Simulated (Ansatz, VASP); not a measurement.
**One calculation of Eu, two programs**

```
Eu
1.0
    -2.19395    2.19395    2.19395
     2.19395   -2.19395    2.19395
     2.19395    2.19395   -2.19395
Eu
1
Direct
  0.00000 0.00000 0.00000
```

Alike in both runs: task single point; functional PBE; k mesh 10 × 10 × 10; occupations gaussian, width 0.2 eV; collinear spin.

```csv
,VASP,Ansatz
version,VASP 6.6.1,Ansatz 0.2.0
potentials or method,"VASP PAW PBE potentials, release 64 (Eu), cutoff 520 eV","plane waves (420 eV) with PAW, scalar-relativistic"
valence electrons in the cell,17,17
```

```tsv
	VASP	Ansatz	Ansatz less VASP
pressure (GPa)	-0.3	0.0	+0.25
net moment per atom (μB)	7.31	7.33	+0.011
size of the moment on the site where the two differ most (μB)	6.68	7.04	+0.366
```

Site moments also hang on the region over which each program counts them.

Neither program's run includes spin-orbit coupling.
